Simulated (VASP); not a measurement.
A run of VASP 6.6.1:

The input INCAR:

```
SYSTEM = BaS
ALGO     = Normal         ! electronic algorithm
EDIFF    = 1E-6           ! SCF threshold, eV
EDIFFG   = -0.025         ! ionic threshold
ENCUT    = 600            ! plane-wave cutoff, eV
GGA      = PE             ! functional
IBRION   = 2              ! ionic algorithm
ISIF     = 3              ! what is computed and relaxed
ISMEAR   = 0              ! smearing method
LASPH    = .True.         ! aspherical terms in the spheres
LCHARG   = .False.        ! write CHGCAR
LREAL    = .False.        ! projectors in reciprocal space
LWAVE    = .False.        ! write WAVECAR
NELM     = 100            ! most SCF steps
NSW      = 80             ! ionic steps
PREC     = Accurate       ! precision mode
SIGMA    = 0.1            ! smearing width, eV
```

Contents of KPOINTS:

```
k-points
0
Gamma
  4 2 2
  0 0 0
```

File POSCAR:

```
BaS
1.0
   -5.3425766155     -0.0563068284     -0.0266566192
   -0.0316243520      0.0029190398     -6.4140830174
   -0.0975262875     -9.3855372371      0.0042617118
Ba S
4 4
Direct
    1.0085941877      0.5348537420      0.6571418139
    0.5089703284      0.5632412041      0.1636909985
    0.4598262879      0.0781668898      0.8242452962
    0.0006074880      0.0808750878      0.3227868260
    1.0086091440      0.0525325936      0.6852169512
    0.5050557567      0.0718870631      0.1652300447
    0.5145500571      0.5712189893      0.8351682101
   -0.0062132499      0.5546847103      0.3465198593
```

Potentials or basis: VASP PAW PBE potentials, release 64 (Ba_sv, S).

Run with:

```bash
$ cat potpaw_PBE.64/Ba_sv/POTCAR potpaw_PBE.64/S/POTCAR > POTCAR
$ mpirun -np 1 vasp_std > vasp.out
```

Hardware: 1 thread of AMD EPYC 9R45 96-Core Processor (Zen 5), on a shared host.

Q: How long does it take, and how much memory?

A: Run time: 19 min on 1 thread of AMD EPYC 9R45 96-Core Processor (Zen 5) (shared host), peak memory 0.57 GiB. Counts: scf iterations 146, k points 12, ion steps 17.
